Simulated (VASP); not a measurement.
# BN in VASP: a series of runs, part 3 of 3

VASP 6.6.1. The steps go on from the part before.

## (5) Electric field gradients, PBE (volume scaled by 1.02)

The input, INCAR:

```
PREC     = Accurate       # precision mode
ENCUT    = 520            # plane-wave cutoff, eV
EDIFF    = 1E-8           # SCF threshold, eV
ISMEAR   = -1             # smearing method
SIGMA    = 0.03           # smearing width, eV
LREAL    = F              # projectors in reciprocal space
LASPH    = T              # aspherical terms in the spheres
NELM     = 100            # most SCF steps
ALGO     = Normal         # electronic algorithm
ISIF     = 2              # what is computed and relaxed
LWAVE    = F              # write WAVECAR
LCHARG   = F              # write CHGCAR
GGA      = PE             # functional
LEFG     = T            
NBANDS   = 11             # bands
```

The input, KPOINTS:

```
regular mesh
0
Gamma
  13 13 13
```

The input, POSCAR:

```
BN
1.0
    0.0000000000      1.8194705475      1.8194705475
    1.8194705475      0.0000000000      1.8194705475
    1.8194705475      1.8194705475      0.0000000000
B N
1 1
Direct
    0.0000000000      0.0000000000      0.0000000000
    0.7500000000      0.7500000000      0.7500000000
```

Potentials or basis: VASP PAW PBE potentials, release 64 (B, N).

Command:

```sh
> cat potpaw_PBE.64/B/POTCAR potpaw_PBE.64/N/POTCAR > POTCAR
> mpirun -np 1 vasp_std > vasp.out
```

OUTCAR:

```text
PREC = Accurate
   ENCUT = 520
   EDIFF = 1E-8
   ISMEAR = -1
   LREAL = F
   LASPH = T
   NELM = 100
   ISIF = 2
   GGA = PE

 ion  position               nearest neighbor table
   1  0.000  0.000  0.000-   2 1.58   2 1.58   2 1.58   2 1.58
   2  0.750  0.750  0.750-   1 1.58   1 1.58   1 1.58   1 1.58

  LATTYP: Found a face centered cubic cell.
 ALAT       =     3.6389410950

  Lattice vectors:

 A1 = (   0.0000000000,   1.8194705475,   1.8194705475)
 A2 = (   1.8194705475,   0.0000000000,   1.8194705475)
 A3 = (   1.8194705475,   1.8194705475,   0.0000000000)

Analysis of symmetry for initial positions (statically):
=====================================================================
 Subroutine PRICEL returns:
 Original cell was already a primitive cell.

 Routine SETGRP: Setting up the symmetry group for a
 face centered cubic supercell.

 Subroutine GETGRP returns: Found 24 space group operations
 (whereof 24 operations were pure point group operations)
 out of a pool of 48 trial point group operations.

The static configuration has the point symmetry T_d .

Analysis of symmetry for dynamics (positions and initial velocities):
=====================================================================
 Subroutine PRICEL returns:
 Original cell was already a primitive cell.

 Routine SETGRP: Setting up the symmetry group for a
 face centered cubic supercell.

 Subroutine GETGRP returns: Found 24 space group operations
 (whereof 24 operations were pure point group operations)
 out of a pool of 48 trial point group operations.

The dynamic configuration has the point symmetry T_d .

 Subroutine INISYM returns: Found 24 space group operations
 (whereof 24 operations are pure point group operations),
 and found     1 'primitive' translations

----------------------------------------------------------------------------------------

                                     Primitive cell

  volume of cell :      12.0466

  direct lattice vectors                    reciprocal lattice vectors
     0.000000000  1.819470547  1.819470547    -0.274805218  0.274805218  0.274805218
     1.819470547  0.000000000  1.819470547     0.274805218 -0.274805218  0.274805218
     1.819470547  1.819470547  0.000000000     0.274805218  0.274805218 -0.274805218

  length of vectors
     2.573119925  2.573119925  2.573119925     0.475976599  0.475976599  0.475976599

  position of ions in fractional coordinates (direct lattice)
     0.000000000  0.000000000  0.000000000
     0.750000000  0.750000000  0.750000000

  ion indices of the primitive-cell ions
   primitive index   ion index
                 1           1
                 2           2

----------------------------------------------------------------------------------------

 KPOINTS: regular mesh

Automatic generation of k-mesh.
[... 79 lines left out ...]
   EMIN   =  10.00;   EMAX   =-10.00  energy-range for DOS
   EFERMI =   0.00;   METHOD = LEGACY
   ISMEAR =    -1;   SIGMA  =   0.03  broadening in eV -4-tet -1-fermi 0-gaus
   EFERMI_NEDOS =   21; number of points for ismear=-14 and -15
   IALGO  =     38    algorithm
   IMIX   =      4    mixing-type and parameters
     AMIX     =   0.40;   BMIX     =  1.00
     AMIX_MAG =   1.60;   BMIX_MAG =  1.00
  volume/ion in A,a.u.               =       6.02        40.65
  Fermi-wavevector in a.u.,A,eV,Ry     =   1.428290  2.699077 27.756062  2.040013
  Thomas-Fermi vector in A             =   2.548368
   LORBIT       =      0    0 simple, 1 ext, 2 COOP (PROOUT), +10 PAW based schemes
   GGA     = PE    functional components
   LHFCALC =     F    Hartree Fock is set to
   AEXX    =    0.0000 exact exchange contribution
   IVDW    =     0    specifies the selected vdW correction
   LEPSILON=     F    determine dielectric tensor
   LRPA    =     F    only Hartree local field effects (RPA)
 non-spin polarized calculation
  energy-cutoff  :      520.00
  volume of cell :       12.05
 maximum number of plane-waves:       334
   NGX =  9   NGY =  9   NGZ =  9

 number of electron       8.0000000 magnetization

 Free energy of the ion-electron system (eV)
  ---------------------------------------------------
  ext. energy  EPLUGINS =         0.00000000
  ---------------------------------------------------
  free energy    TOTEN  =       -17.44953475 eV

  energy without entropy =      -17.44953475  energy(sigma->0) =      -17.44953475

 E-fermi :   7.6934     XC(G=0): -12.7245

 val. band max:        7.1610041324   @ k =   0.0000   0.0000   0.0000
 cond. band min:      11.6718771764   @ k =   0.4615   0.4615   0.0000
 fundamental gap:      4.5108730439
 Fermi energy:         7.6934087273

 k-point     1 :       0.0000    0.0000    0.0000
  band No.  band energies     occupation
      1     -12.8462      2.00000
      2       7.1610      2.00000
      3       7.1610      2.00000
      4       7.1610      2.00000
      5      15.8866      0.00000
      6      15.8866      0.00000
      7      15.8866      0.00000
      8      17.1901      0.00000
      9      31.5431      0.00000
     10      34.6892      0.00000
     11      34.6892      0.00000
[... 309 lines left out ...]
 k-point    24 :       0.4615    0.1538    0.0000
  band No.  band energies     occupation
      1      -8.9502      2.00000
      2      -1.9598      2.00000
      3       3.9471      2.00000
      4       4.3886      2.00000
      5      15.9570      0.00000
      6      19.0516      0.00000
      7      19.5265      0.00000
      8      21.6176      0.00000
      9      27.7901      0.00000
     10      33.0262      0.00000
     11      34.9108      0.00000

 [... further k-points ...]

------------------------ aborting loop because EDIFF is reached ----------------------------------------

  FORCE on cell =-STRESS in cart. coord.  units (eV):
  Direction    XX          YY          ZZ          XY          YZ          ZX
  --------------------------------------------------------------------------------------
  -------------------------------------------------------------------------------------
  Total       -0.3066225     -0.3066225     -0.3066225     -0.0000000      0.0000000      0.0000000
  in kB      -40.7802120    -40.7802120    -40.7802120     -0.0000000      0.0000000      0.0000000
  external PRESSURE =     -40.7802120 kB  Pullay stress =       0.0000000 kB

 VOLUME and BASIS-vectors are now :
 -----------------------------------------------------------------------------
  energy-cutoff  :      520.00
  volume of cell :       12.05
      direct lattice vectors                 reciprocal lattice vectors
     0.000000000  1.819470547  1.819470547    -0.274805218  0.274805218  0.274805218
     1.819470547  0.000000000  1.819470547     0.274805218 -0.274805218  0.274805218
     1.819470547  1.819470547  0.000000000     0.274805218  0.274805218 -0.274805218

 POSITION                                       TOTAL-FORCE (eV/Angst)
 -----------------------------------------------------------------------------------
      0.00000      0.00000      0.00000         0.000000      0.000000      0.000000
      2.72921      2.72921      2.72921        -0.000000     -0.000000     -0.000000
 -----------------------------------------------------------------------------------
    total drift:                               -0.000000     -0.000000     -0.000000

  FREE ENERGIE OF THE ION-ELECTRON SYSTEM (eV)
  ---------------------------------------------------
  free  energy   TOTEN  =       -17.4495347492 eV

  energy  without entropy=      -17.4495347492  energy(sigma->0) =      -17.44953475

 Electric field gradients (V/A^2)
---------------------------------------------------------------------
 ion       V_xx      V_yy      V_zz      V_xy      V_xz      V_yz
---------------------------------------------------------------------
   1       0.000    -0.000    -0.000    -0.000    -0.000    -0.000
   2      -0.000     0.000     0.000    -0.000    -0.000    -0.000
---------------------------------------------------------------------

 Electric field gradients after diagonalization (V/A^2)
 (convention: |V_zz| > |V_xx| > |V_yy|)
----------------------------------------------------------------------
 ion       V_xx      V_yy      V_zz     asymmetry (V_yy - V_xx)/ V_zz
----------------------------------------------------------------------
   1       0.000     0.000    -0.000       0.000
   2       0.000     0.000    -0.000       0.000
----------------------------------------------------------------------

           NMR quadrupolar parameters

 Cq : quadrupolar parameter    Cq=e*Q*V_zz/h
 eta: asymmetry parameters     (V_yy - V_xx)/ V_zz
 Q  : nuclear electric quadrupole moment in mb (millibarn)
----------------------------------------------------------------------
 ion       Cq(MHz)       eta       Q (mb)
----------------------------------------------------------------------
   1      -0.000       0.000       1.000
   2      -0.000       0.000       1.000
----------------------------------------------------------------------
```

It took 14 s on 1 thread of AMD EPYC 7R43 (Zen 3), shared host; peak memory 0.08 GiB.

Results:

| Quantity | Value |
| --- | --- |
| Free energy | -17.4495 eV |
| Pressure | -4.1 GPa |
| Band gap on the k mesh | 4.51 eV, indirect (least direct gap 8.73 eV) |

Caveat: without QUAD_EFG the Cq values of the log hold for a quadrupole moment of 1 mb, not for the nuclei. A k mesh can miss the band edges.

## (6) Electric field gradients, PBE (z stretched by -3 % at fixed volume)

The input, INCAR:

```
PREC = Accurate
ENCUT = 520
EDIFF = 1E-8
ISMEAR = -1
SIGMA = 0.03
LREAL = False
LASPH = True
NELM = 100
ALGO = Normal
ISIF = 2
LWAVE = False
LCHARG = False
GGA = PE
LEFG = True
NBANDS = 11
```

KPOINTS is that of step 5.

The input, POSCAR:

```
BN
1.0
    0.0000000000      1.8352381934      1.7532750000
    1.8352381934      0.0000000000      1.7532750000
    1.8352381934      1.8352381934      0.0000000000
B N
1 1
Direct
    0.0000000000      0.0000000000      0.0000000000
    0.7500000000      0.7500000000      0.7500000000
```

Potentials or basis: VASP PAW PBE potentials, release 64 (B, N).

Command:

```sh
> cat potpaw_PBE.64/B/POTCAR potpaw_PBE.64/N/POTCAR > POTCAR
> mpirun -np 1 vasp_std > vasp.out
```

OUTCAR:

```text
PREC = Accurate
   ENCUT = 520
   EDIFF = 1E-8
   ISMEAR = -1
   LREAL = False
   LASPH = True
   NELM = 100
   ISIF = 2
   GGA = PE

 ion  position               nearest neighbor table
   1  0.000  0.000  0.000-   2 1.57   2 1.57   2 1.57   2 1.57
   2  0.750  0.750  0.750-   1 1.57   1 1.57   1 1.57   1 1.57

  LATTYP: Found a body centered tetragonal cell.
 ALAT       =     2.5954187433
 C/A-ratio  =     1.3510536629

  Lattice vectors:

 A1 = (   0.0000000000,  -1.8352381934,  -1.7532750000)
[... 548 lines left out ...]
  ---------------------------------------------------
  free  energy   TOTEN  =       -17.4196087477 eV

  energy  without entropy=      -17.4196087477  energy(sigma->0) =      -17.41960875

 Electric field gradients (V/A^2)
---------------------------------------------------------------------
 ion       V_xx      V_yy      V_zz      V_xy      V_xz      V_yz
---------------------------------------------------------------------
   1      -0.834    -0.834     1.669    -0.000    -0.000    -0.000
   2       3.515     3.515    -7.030    -0.000    -0.000    -0.000
---------------------------------------------------------------------

 Electric field gradients after diagonalization (V/A^2)
 (convention: |V_zz| > |V_xx| > |V_yy|)
----------------------------------------------------------------------
 ion       V_xx      V_yy      V_zz     asymmetry (V_yy - V_xx)/ V_zz
----------------------------------------------------------------------
   1      -0.834    -0.834     1.669       0.000
   2       3.515     3.515    -7.030       0.000
----------------------------------------------------------------------

           NMR quadrupolar parameters

 Cq : quadrupolar parameter    Cq=e*Q*V_zz/h
 eta: asymmetry parameters     (V_yy - V_xx)/ V_zz
 Q  : nuclear electric quadrupole moment in mb (millibarn)
----------------------------------------------------------------------
 ion       Cq(MHz)       eta       Q (mb)
----------------------------------------------------------------------
   1       0.004       0.000       1.000
   2      -0.017       0.000       1.000
----------------------------------------------------------------------
```

OSZICAR:

```text
N       E                     dE             d eps       ncg     rms          rms(c)
DAV:   1     0.108390157567E+02    0.10839E+02   -0.50400E+03  4408   0.729E+02
DAV:   2    -0.178549773848E+02   -0.28694E+02   -0.27937E+02  5161   0.166E+02
DAV:   3    -0.183839377663E+02   -0.52896E+00   -0.52817E+00  5056   0.192E+01
DAV:   4    -0.183845539883E+02   -0.61622E-03   -0.61621E-03  4615   0.741E-01
DAV:   5    -0.183845545562E+02   -0.56787E-06   -0.56785E-06  4993   0.220E-02    0.670E+00
DAV:   6    -0.175049221583E+02    0.87963E+00   -0.29478E+00  4522   0.991E+00    0.326E+00
DAV:   7    -0.174336104126E+02    0.71312E-01   -0.10362E-01  4843   0.266E+00    0.192E+00
DAV:   8    -0.174193444735E+02    0.14266E-01   -0.35374E-02  4729   0.137E+00    0.192E-01
DAV:   9    -0.174195169403E+02   -0.17247E-03   -0.96812E-04  4540   0.258E-01    0.836E-02
DAV:  10    -0.174196035279E+02   -0.86588E-04   -0.12143E-04  4686   0.942E-02    0.150E-02
DAV:  11    -0.174196087285E+02   -0.52007E-05   -0.92795E-06  5001   0.249E-02    0.106E-02
DAV:  12    -0.174196087505E+02   -0.22018E-07   -0.15898E-06  4756   0.861E-03    0.624E-04
DAV:  13    -0.174196087477E+02    0.28343E-08   -0.22813E-08  4821   0.147E-03
   1 F= -.17419609E+02 E0= -.17419609E+02  d E =-.467799E-10
```

Run time: 22 s. Hardware: 1 thread of Intel Xeon Platinum 8259CL at 2.50GHz (Skylake/Cascade Lake), shared host; peak memory 0.13 GiB.

Results:

```yaml
Free_energy: -17.4196 eV
Pressure: 3.2 GPa
Band_gap_on_the_k_mesh: 3.76 eV, indirect (least direct gap 8.34 eV)
```

Electric field gradients, principal values (V/Å²):
| atom | least | middle | greatest (by size) |
| --- | --- | --- | --- |
| 1 B | -0.834 | -0.834 | 1.669 |
| 2 N | 3.515 | 3.515 | -7.030 |

Caveat: without QUAD_EFG the Cq values of the log hold for a quadrupole moment of 1 mb, not for the nuclei. A k mesh can miss the band edges.

## (7) Summary

```csv
cell,gap on the mesh (eV),pressure (GPa)
"a = 2.565 Å, angles 60.0°, 2 atoms",4.52,-0.5
"a = 2.590 Å, angles 60.0°, 2 atoms",4.49,-10.8
"a = 2.573 Å, angles 60.0°, 2 atoms",4.51,-4.1
"a = 2.538, b = 2.538, c = 2.595 Å, angles 59.3, 59.3, 61.5°, 2 atoms",3.76,3.2
```

Alike in all rows: task electric field gradients; level PBE; potentials or basis VASP PAW PBE potentials, release 64 (B, N); no spin polarisation; k mesh 13 × 13 × 13; cutoff (eV) 520; smearing fermi-dirac 0.03 eV.

Absolute energies hang on the potentials; compare differences alone.
